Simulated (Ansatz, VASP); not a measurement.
# SiC: VASP beside Ansatz

```xyz
2
Lattice="2.8648 0.0000 0.0000 -1.4324 2.4809 0.0000 0.0000 0.0000 2.5582" Properties=species:S:1:pos:R:3 pbc="T T T"
Si    1.4324    0.8270    1.2791
C     0.0000    1.6540    0.0000
```

Alike in both runs: task single point; functional PBE; k mesh 6 × 6 × 6; occupations gaussian, width 0.1 eV; collinear spin.

|  | VASP | Ansatz |
| --- | --- | --- |
| version | VASP 6.6.1 | Ansatz 0.2.0 |
| potentials or method | VASP PAW PBE potentials, release 64 (Si, C), cutoff 600 eV | scalar-relativistic, plane waves, PAW |
| valence electrons in the cell | 8 | 8 |

Ansatz gave:

| Property | Result |
| --- | --- |
| gap on the k mesh at the Fermi level (eV) | none |
| pressure (GPa) | -0.1 |
| traceless stress, the component that is largest in VASP (GPa) | 0.06 |
| net moment per atom (μB) | 0.00 |

Question: Which values does VASP return?

Answer: gap on the k mesh at the Fermi level (eV): none; pressure (GPa): -0.1; traceless stress, the component that is largest in VASP (GPa): 0.05; net moment per atom (μB): 0.00.

A gap of «none» marks a metal or a gap that the smearing closes. The functional is the same, so the differences come from potentials, cutoffs and numerics. Ansatz's warnings: seeded moment not kept.

The k mesh is coarse, so the values compare programs but aren't converged.
